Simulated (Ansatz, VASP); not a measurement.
**Li in VASP and in Ansatz**

Contents of INCAR:

```
SYSTEM = Li
ALGO = Normal
EDIFF = 1E-6
EDIFFG = -0.01
ENCUT = 600
GGA = PE
IBRION = 2
ISIF = 3
ISMEAR = 0
LASPH = .True.
LCHARG = .False.
LREAL = .False.
LWAVE = .False.
NELM = 100
NSW = 100
PREC = Accurate
SIGMA = 0.1
```

The input KPOINTS:

```
k-points
0
Gamma
  8 8 8
  0 0 0
```

The input POSCAR:

```
Li
1.0
    5.1200000000      0.0000000000      0.0000000000
    0.0000000000      5.1200000000      0.0000000000
    0.0000000000      0.0000000000      5.1200000000
Li
7
Direct
    0.5000000000      0.5000000000      0.0000000000
    0.0000000000      0.5000000000      0.5000000000
    0.5000000000      0.0000000000      0.5000000000
    0.5000000000      0.5000000000      0.5000000000
    0.5000000000      0.0000000000      0.0000000000
    0.0000000000      0.5000000000      0.0000000000
    0.0000000000      0.0000000000      0.5000000000
```

Input for Ansatz:

```yaml
crystal:
  lattice:
    - [5.12, 0.0, 0.0]
    - [0.0, 5.12, 0.0]
    - [0.0, 0.0, 5.12]
  atoms:
    - { symbol: Li, position: [0.5, 0.5, 0.0] }
    - { symbol: Li, position: [0.0, 0.5, 0.5] }
    - { symbol: Li, position: [0.5, 0.0, 0.5] }
    - { symbol: Li, position: [0.5, 0.5, 0.5] }
    - { symbol: Li, position: [0.5, 0.0, 0.0] }
    - { symbol: Li, position: [0.0, 0.5, 0.0] }
    - { symbol: Li, position: [0.0, 0.0, 0.5] }
basis:
  ecutwfc: 420
kpoints:
  mp_grid: { grid: [8, 8, 8] }
hamiltonian:
  xc: pbe
scf:
  occupations: { method: gaussian, width: 0.1 }
output:
  forces: true
  stress: true
  eigenvalues: true
  write_density: true
  write_potential: true
  elf: true
  volumetric_format: npy
relax:
  adjacent_minimum: "off"
  f_tol: 0.01
  max_steps: 80
  cell: { stress_tol: 0.05 }
```

Alike in both runs: task relaxation of cell and atoms; functional PBE; k mesh 8 × 8 × 8; occupations gaussian, width 0.1 eV; no spin polarisation.

|  | VASP | Ansatz |
| --- | --- | --- |
| version | VASP 6.6.1 | Ansatz 0.2.0 |
| potentials or method | VASP PAW PBE potentials, release 64 (Li_sv), cutoff 600 eV | scalar-relativistic, plane waves, PAW |
| valence electrons in the cell | 21 | 21 |

Ansatz gave:

| Property | Result |
| --- | --- |
| gap on the k mesh at the Fermi level, each at its own relaxed structure (eV) | none |
| relaxed volume (Å³/atom) | 22.65 |
| relaxed cell length with the largest relative difference (Å) | 5.413 |

Q: Which values does VASP return?

A: gap on the k mesh at the Fermi level, each at its own relaxed structure (eV): none; relaxed volume (Å³/atom): 22.55; relaxed cell length with the largest relative difference (Å): 5.405.

A gap of «none» marks a metal or a gap that the smearing closes.

Noted on VASP's run: the cutoff is short for stress, so the pressure is rough; the volume moved by over 15 % at a fixed basis, so the end points are rough; too few bands were computed for a metal, which touches its energy and stress.
